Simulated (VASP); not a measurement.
# La (P6_3/mmc) in VASP: notebook

La is run at these levels: revPBE; tasks: single point.

Everything below comes from runs of VASP 6.6.1. Logs are shortened: lines on timing, memory, paths and dates and some standing lists are left out, and cuts for length are marked.

### Step 1. The cell of the first run

The structure is hexagonal, space group P6_3/mmc (No. 194). The conventional cell has a = 3.839 Å, b = 3.839 Å, c = 6.161 Å, α = 90.00°, β = 90.00°, γ = 120.00°. Within 5.0 Å of La (site symmetry -6m2) lie 12 La at 3.79 to 3.84 Å.

### Step 2. Single point, revPBE

INCAR

```
PREC = Accurate ; ENCUT = 520
EDIFF = 1E-6 ; ISMEAR = -1
SIGMA = 0.1 ; LREAL = F
LASPH = T ; NELM = 80
ALGO = Normal ; ISIF = 2
LWAVE = F ; LCHARG = F
GGA = RE ; NBANDS = 18
```

KPOINTS

```
regular mesh
0
Gamma
  10 10 5
```

POSCAR

```
La
1.0
    3.8386783143      0.0000000000      0.0000000000
   -1.9193391571      3.3243929371      0.0000000000
    0.0000000000      0.0000000000      6.1610978905
La
2
Direct
    0.3333333333      0.6666666667      0.2500000000
    0.6666666667      0.3333333333      0.7500000000
```

Potentials or basis: VASP PAW PBE potentials, release 64 (La).

On the command line:

```bash
$ cat potpaw_PBE.64/La/POTCAR > POTCAR
$ mpirun -np 1 vasp_std > vasp.out
```

OUTCAR:

```text
PREC = Accurate
   ENCUT = 520
   EDIFF = 1E-6
   ISMEAR = -1
   LREAL = F
   LASPH = T
   NELM = 80
   ISIF = 2
   GGA = RE

 ion  position               nearest neighbor table
   1  0.333  0.667  0.250-
   2  0.667  0.333  0.750-

  LATTYP: Found a hexagonal cell.
 ALAT       =     3.8386783143
 C/A-ratio  =     1.6050050007

  Lattice vectors:

 A1 = (   3.8386783143,   0.0000000000,   0.0000000000)
 A2 = (  -1.9193391571,   3.3243929371,   0.0000000000)
 A3 = (   0.0000000000,   0.0000000000,   6.1610978905)

Analysis of symmetry for initial positions (statically):
=====================================================================
 Subroutine PRICEL returns:
 Original cell was already a primitive cell.

 Routine SETGRP: Setting up the symmetry group for a
 hexagonal supercell.

 Subroutine GETGRP returns: Found 24 space group operations
 (whereof 12 operations were pure point group operations)
 out of a pool of 24 trial point group operations.

The static configuration has the point symmetry D_3d.
 The point group associated with its full space group is D_6h.

Analysis of symmetry for dynamics (positions and initial velocities):
=====================================================================
 Subroutine PRICEL returns:
 Original cell was already a primitive cell.

 Routine SETGRP: Setting up the symmetry group for a
 hexagonal supercell.

 Subroutine GETGRP returns: Found 24 space group operations
 (whereof 12 operations were pure point group operations)
 out of a pool of 24 trial point group operations.

The dynamic configuration has the point symmetry D_3d.
 The point group associated with its full space group is D_6h.

 Subroutine INISYM returns: Found 24 space group operations
 (whereof 12 operations are pure point group operations),
 and found     1 'primitive' translations

----------------------------------------------------------------------------------------

                                     Primitive cell

  volume of cell :      78.6235

  direct lattice vectors                    reciprocal lattice vectors
     3.838678314  0.000000000  0.000000000     0.260506330  0.150403400  0.000000000
    -1.919339157  3.324392937  0.000000000     0.000000000  0.300806800  0.000000000
[... 78 lines left out ...]
   ICHARG =      2    charge: 1-file 2-atom 10-const
   ISPIN  =      1    spin polarized calculation?
   LNONCOLLINEAR =      F non collinear calculations
   LSORBIT =      F    spin-orbit coupling
   LASPH  =      T    aspherical Exc in radial PAW
   ENCUT  =  520.0 eV  38.22 Ry    6.18 a.u.   7.14  7.14 11.46*2*pi/ulx,y,z
   NELM   =     80;   NELMIN=  2; NELMDL= -5     # of ELM steps
   EDIFF  = 0.1E-05   stopping-criterion for ELM
   LREAL  =      F    real-space projection
   EDIFFG = 0.1E-04   stopping-criterion for IOM
   NSW    =      0    number of steps for IOM
   IBRION =     -1    ionic relax: 0-MD 1-quasi-New 2-CG
   NFREE  =      0    steps in history (QN), initial steepest desc. (CG)
   ISIF   =      2    stress and relaxation
   ISYM   =      2    0-nonsym 1-usesym 2-fastsym
   POTIM  = 0.5000    time-step for ionic-motion
   TEBEG  =    0.0;   TEEND  =   0.0 temperature during run
   PSTRESS=    0.0 pullay stress
   NELECT =      22.0000    total number of electrons
   NUPDOWN=      -1.0000    fix difference up-down
   EMIN   =  10.00;   EMAX   =-10.00  energy-range for DOS
   EFERMI =   0.00;   METHOD = LEGACY
   ISMEAR =    -1;   SIGMA  =   0.10  broadening in eV -4-tet -1-fermi 0-gaus
   EFERMI_NEDOS =   21; number of points for ismear=-14 and -15
   IALGO  =     38    algorithm
   IMIX   =      4    mixing-type and parameters
     AMIX     =   0.40;   BMIX     =  1.00
     AMIX_MAG =   1.60;   BMIX_MAG =  1.00
  volume/ion in A,a.u.               =      39.31       265.29
  Fermi-wavevector in a.u.,A,eV,Ry     =   1.070775  2.023472 15.599891  1.146560
  Thomas-Fermi vector in A             =   2.206496
   LORBIT       =      0    0 simple, 1 ext, 2 COOP (PROOUT), +10 PAW based schemes
   GGA     = RE    functional components
   LHFCALC =     F    Hartree Fock is set to
   AEXX    =    0.0000 exact exchange contribution
   IVDW    =     0    specifies the selected vdW correction
   LEPSILON=     F    determine dielectric tensor
   LRPA    =     F    only Hartree local field effects (RPA)
 non-spin polarized calculation
  energy-cutoff  :      520.00
  volume of cell :       78.62
 maximum number of plane-waves:      2132
 NGX is ok and might be reduce to    30
   NGX = 15   NGY = 15   NGZ = 23

 number of electron      22.0000002 magnetization

 Free energy of the ion-electron system (eV)
  ---------------------------------------------------
  ext. energy  EPLUGINS =         0.00000000
  ---------------------------------------------------
  free energy    TOTEN  =        -9.22797363 eV

  energy without entropy =       -9.09392342  energy(sigma->0) =       -9.16094853

 E-fermi :   7.3880     XC(G=0):  -9.2697

 val. band max:        7.3680381407   @ k =   0.2000   0.1000   0.0000
 cond. band min:       7.3904814149   @ k =   0.2000   0.1000   0.0000
 fundamental gap:      0.0224432742
 Fermi energy:         7.3879969706

 k-point     1 :       0.0000    0.0000    0.0000
  band No.  band energies     occupation
      1     -25.5600      2.00000
      2     -25.3944      2.00000
      3      -9.8548      2.00000
      4      -8.8573      2.00000
      5      -8.8573      2.00000
      6      -8.6946      2.00000
[... 481 lines left out ...]
      5      -9.2475      2.00000
      6      -9.1089      2.00000
[... 10 lines left out ...]
     17       9.1117      0.00000
     18       9.1496      0.00000

 [... further k-points ...]

------------------------ aborting loop because EDIFF is reached ----------------------------------------

  FORCE on cell =-STRESS in cart. coord.  units (eV):
  Direction    XX          YY          ZZ          XY          YZ          ZX
  --------------------------------------------------------------------------------------
  -------------------------------------------------------------------------------------
  Total        0.0310867      0.0310867      0.0283460      0.0000000      0.0000000      0.0000000
  in kB        0.6334810      0.6334810      0.5776306      0.0000000      0.0000000      0.0000000
  external PRESSURE =       0.6148642 kB  Pullay stress =       0.0000000 kB

 VOLUME and BASIS-vectors are now :
 -----------------------------------------------------------------------------
  energy-cutoff  :      520.00
  volume of cell :       78.62
      direct lattice vectors                 reciprocal lattice vectors
     3.838678314  0.000000000  0.000000000     0.260506330  0.150403400  0.000000000
    -1.919339157  3.324392937  0.000000000     0.000000000  0.300806800  0.000000000
     0.000000000  0.000000000  6.161097890     0.000000000  0.000000000  0.162308734

 POSITION                                       TOTAL-FORCE (eV/Angst)
 -----------------------------------------------------------------------------------
     -0.00000      2.21626      1.54027         0.000000      0.000000      0.000000
      1.91934      1.10813      4.62082        -0.000000     -0.000000      0.000000
 -----------------------------------------------------------------------------------
    total drift:                                0.000000     -0.000000      0.000000

  FREE ENERGIE OF THE ION-ELECTRON SYSTEM (eV)
  ---------------------------------------------------
  free  energy   TOTEN  =        -9.2279736320 eV

  energy  without entropy=       -9.0939234226  energy(sigma->0) =       -9.16094853
```

OSZICAR:

```text
N       E                     dE             d eps       ncg     rms          rms(c)
DAV:   1     0.254948133697E+03    0.25495E+03   -0.80534E+03  1512   0.166E+03
DAV:   2     0.300103179707E+02   -0.22494E+03   -0.22179E+03  2136   0.299E+02
DAV:   3    -0.559950789746E+01   -0.35610E+02   -0.34524E+02  2512   0.135E+02
DAV:   4    -0.887386667298E+01   -0.32744E+01   -0.32350E+01  3004   0.390E+01
DAV:   5    -0.913578416197E+01   -0.26192E+00   -0.26123E+00  2408   0.102E+01    0.316E+00
DAV:   6    -0.918997281863E+01   -0.54189E-01   -0.50521E-01  3000   0.485E+00    0.163E+00
DAV:   7    -0.920774009579E+01   -0.17767E-01   -0.11694E-01  2432   0.267E+00    0.573E-01
DAV:   8    -0.922152145160E+01   -0.13781E-01   -0.54905E-02  2976   0.172E+00    0.411E-01
DAV:   9    -0.921587601889E+01    0.56454E-02   -0.53297E-03  2416   0.587E-01    0.480E-01
DAV:  10    -0.922890480030E+01   -0.13029E-01   -0.21450E-02  2912   0.152E+00    0.270E-01
DAV:  11    -0.922801872248E+01    0.88608E-03   -0.21713E-03  2680   0.504E-01    0.601E-02
DAV:  12    -0.922802661896E+01   -0.78965E-05   -0.31030E-04  2824   0.125E-01    0.522E-02
DAV:  13    -0.922797977042E+01    0.46849E-04   -0.10315E-04  2624   0.852E-02    0.214E-02
DAV:  14    -0.922797338945E+01    0.63810E-05   -0.31750E-05  2944   0.481E-02    0.718E-03
DAV:  15    -0.922797363196E+01   -0.24251E-06   -0.23185E-06  2400   0.121E-02
   1 F= -.92279736E+01 E0= -.91609485E+01  d E =-.134050E+00
```

Wall time 40 s (1 thread of Intel Xeon 6975P-C (Granite Rapids), shared host); peak memory 0.23 GiB.

What came out:

- Free energy: -9.2280 eV
- Pressure: 0.1 GPa
- Band gap on the k mesh: zero (bands 11 and 12 overlap by 1.44 eV)

Caveat: the PAW data sets were made with another functional, which shifts forces and pressure a little; spin-orbit coupling is left out, which moves the levels of the heavy elements.

### Step 3. Single point, revPBE (34.59 Å³/atom)

This run uses another cell than the first one, of 34.59 Å³/atom.

INCAR

```
SYSTEM = La
ALGO = Normal
EDIFF = 1E-6
ENCUT = 520
GGA = RE
ISIF = 2
ISMEAR = -1
LASPH = .True.
LCHARG = .True.
LELF = .True.
LREAL = .False.
LVHAR = .True.
LWAVE = .False.
NBANDS = 18
NELM = 100
PREC = Accurate
SIGMA = 0.1
```

KPOINTS

```
k-points
0
Gamma
  11 11 6
  0 0 0
```

POSCAR

```
La
1.0
    3.6785439000      0.0000000000      0.0000000000
   -1.8392719500      3.1857124663      0.0000000000
    0.0000000000      0.0000000000      5.9040813548
La
2
Direct
    0.3333333333      0.6666666667      0.2500000000
    0.6666666667      0.3333333333      0.7500000000
```

Potentials or basis: VASP PAW PBE potentials, release 64 (La).

On the command line:

```bash
$ cat potpaw_PBE.64/La/POTCAR > POTCAR
$ mpirun -np 1 vasp_std > vasp.out
```

It took 54 s on 1 thread of Intel Xeon 6975P-C (Granite Rapids), shared host; peak memory 0.23 GiB.

It converged, with:

| Property | Result |
| --- | --- |
| Free energy | -9.1312 eV |
| Pressure | 3.6 GPa |
| Band gap on the k mesh | zero (bands 11 and 12 overlap by 1.59 eV) |

Stress tensor (GPa, compression positive):
```
3.44 0.00 0.00
0.00 3.44 0.00
0.00 0.00 3.81
```

Levels at points of the mesh, in eV from the Fermi level:
```tsv
k point	band 8	band 9	band 10	band 11	band 12	band 13	band 14	band 15
(0.00, 0.00, 0.00)	-15.62	-3.08	-1.83	1.15	1.35	1.35	1.65	1.77
(0.00, 0.00, 0.50)	-15.79	-1.74	-1.74	0.67	0.67	1.39	1.39	1.39
```

Caveat: the cell stands under pressure; the PAW data sets were made with another functional, which shifts forces and pressure a little; spin-orbit coupling is left out, which moves the levels of the heavy elements.

### Step 4. Single point, revPBE (36.17 Å³/atom)

This run uses another cell than the first one, of 36.17 Å³/atom.

INCAR

```
PREC = Accurate
ENCUT = 520
EDIFF = 1E-6
ISMEAR = -1
SIGMA = 0.1
LREAL = False
LASPH = True
NELM = 60
ALGO = Normal
ISIF = 2
LWAVE = False
LCHARG = True
GGA = RE
LELF = True
LVHAR = True
NBANDS = 18
```

KPOINTS

```
regular mesh
0
Gamma
  11 11 6
```

POSCAR

```
La
1.0
    3.7334556359      0.0000000000      0.0000000000
   -1.8667278179      3.2332674246      0.0000000000
    0.0000000000      0.0000000000      5.9922149656
La
2
Direct
    0.3333333333      0.6666666667      0.2500000000
    0.6666666667      0.3333333333      0.7500000000
```

Potentials or basis: VASP PAW PBE potentials, release 64 (La).

On the command line:

```bash
$ cat potpaw_PBE.64/La/POTCAR > POTCAR
$ mpirun -np 1 vasp_std > vasp.out
```

OUTCAR:

```text
PREC = Accurate
   ENCUT = 520
   EDIFF = 1E-6
   ISMEAR = -1
   LREAL = False
   LASPH = True
   NELM = 60
   ISIF = 2
   GGA = RE

 ion  position               nearest neighbor table
   1  0.333  0.667  0.250-
   2  0.667  0.333  0.750-

  LATTYP: Found a hexagonal cell.
 ALAT       =     3.7334556359
 C/A-ratio  =     1.6050050007

  Lattice vectors:

 A1 = (   3.7334556359,   0.0000000000,   0.0000000000)
[... 688 lines left out ...]
     18      10.0662      0.00000

 [... further k-points ...]

------------------------ aborting loop because EDIFF is reached ----------------------------------------

  FORCE on cell =-STRESS in cart. coord.  units (eV):
  Direction    XX          YY          ZZ          XY          YZ          ZX
  --------------------------------------------------------------------------------------
  -------------------------------------------------------------------------------------
  Total        0.9716366      0.9716366      1.0540778      0.0000000      0.0000000      0.0000000
  in kB       21.5215950     21.5215950     23.3476527      0.0000000      0.0000000      0.0000000
  external PRESSURE =      22.1302809 kB  Pullay stress =       0.0000000 kB

 VOLUME and BASIS-vectors are now :
 -----------------------------------------------------------------------------
  energy-cutoff  :      520.00
  volume of cell :       72.33
      direct lattice vectors                 reciprocal lattice vectors
     3.733455636  0.000000000  0.000000000     0.267848368  0.154642328  0.000000000
    -1.866727818  3.233267425  0.000000000     0.000000000  0.309284655  0.000000000
     0.000000000  0.000000000  5.992214966     0.000000000  0.000000000  0.166883199

 POSITION                                       TOTAL-FORCE (eV/Angst)
 -----------------------------------------------------------------------------------
     -0.00000      2.15551      1.49805        -0.000000      0.000000      0.000000
      1.86673      1.07776      4.49416         0.000000     -0.000000      0.000000
 -----------------------------------------------------------------------------------
    total drift:                                0.000000     -0.000000      0.000000

  FREE ENERGIE OF THE ION-ELECTRON SYSTEM (eV)
  ---------------------------------------------------
  free  energy   TOTEN  =        -9.1882310637 eV

  energy  without entropy=       -9.0652098352  energy(sigma->0) =       -9.12672045
```

OSZICAR:

```text
N       E                     dE             d eps       ncg     rms          rms(c)
DAV:   1     0.251089794862E+03    0.25109E+03   -0.80798E+03  2320   0.167E+03
DAV:   2     0.268473613511E+02   -0.22424E+03   -0.22097E+03  3264   0.306E+02
DAV:   3    -0.566027019217E+01   -0.32508E+02   -0.31511E+02  3824   0.136E+02
DAV:   4    -0.886223129272E+01   -0.32020E+01   -0.31563E+01  4580   0.365E+01
DAV:   5    -0.911453451345E+01   -0.25230E+00   -0.25152E+00  3656   0.992E+00    0.350E+00
DAV:   6    -0.915686096134E+01   -0.42326E-01   -0.50651E-01  4600   0.485E+00    0.181E+00
DAV:   7    -0.916784577523E+01   -0.10985E-01   -0.10154E-01  3720   0.249E+00    0.588E-01
DAV:   8    -0.918053834323E+01   -0.12693E-01   -0.53279E-02  4592   0.171E+00    0.397E-01
DAV:   9    -0.917208738910E+01    0.84510E-02   -0.10597E-02  3616   0.788E-01    0.474E-01
DAV:  10    -0.918849352588E+01   -0.16406E-01   -0.39800E-02  4312   0.183E+00    0.266E-01
DAV:  11    -0.918831397813E+01    0.17955E-03   -0.23454E-03  4120   0.490E-01    0.589E-02
DAV:  12    -0.918831968859E+01   -0.57105E-05   -0.37201E-04  4232   0.145E-01    0.505E-02
DAV:  13    -0.918825461673E+01    0.65072E-04   -0.85927E-05  4088   0.811E-02    0.228E-02
DAV:  14    -0.918823795369E+01    0.16663E-04   -0.18576E-05  4448   0.341E-02    0.169E-02
DAV:  15    -0.918823293734E+01    0.50163E-05   -0.68705E-06  3944   0.245E-02    0.642E-03
DAV:  16    -0.918823155623E+01    0.13811E-05   -0.19261E-06  3072   0.167E-02    0.736E-04
DAV:  17    -0.918823106374E+01    0.49249E-06   -0.28364E-07  2720   0.129E-02
   1 F= -.91882311E+01 E0= -.91267204E+01  d E =-.123021E+00
```

stdout:

```text
POSCAR found type information on POSCAR La
 POSCAR found :  1 types and       2 ions
 scaLAPACK will be used
 -----------------------------------------------------------------------------
|                                                                             |
|                                                                             |
|     You enforced a specific xc type in the INCAR file but a different       |
|     I HOPE YOU KNOW WHAT YOU ARE DOING!                                     |
|                                                                             |
 -----------------------------------------------------------------------------

 LDA part: xc-table for (Slater+PW92), standard interpolation
 POSCAR, INCAR and KPOINTS ok, starting setup
 FFT: planning ... GRIDC
 FFT: planning ... GRID_SOFT
 FFT: planning ... GRID
 WAVECAR not read
 entering main loop
```

Run time: 61 s. Hardware: 1 thread of Intel Xeon 6975P-C (Granite Rapids), shared host; peak memory 0.24 GiB.

What came out:

| Item | Value |
| --- | --- |
| Free energy | -9.1882 eV |
| Pressure | 2.2 GPa |
| Band gap on the k mesh | zero (bands 11 and 12 overlap by 1.52 eV) |

Levels at points of the mesh, in eV from the Fermi level:
```tsv
k point	band 9	band 10	band 11	band 12	band 13	band 14
(0.00, 0.00, 0.00)	-3.13	-1.77	1.15	1.33	1.33	1.60
(0.00, 0.00, 0.50)	-1.80	-1.80	0.63	0.63	1.37	1.37
```

Caveat: the PAW data sets were made with another functional, which shifts forces and pressure a little; spin-orbit coupling is left out, which moves the levels of the heavy elements.

(Part 1 of 2 ends here.)

The gap in the log of VASP goes by the Fermi energy; the results here count the filled bands.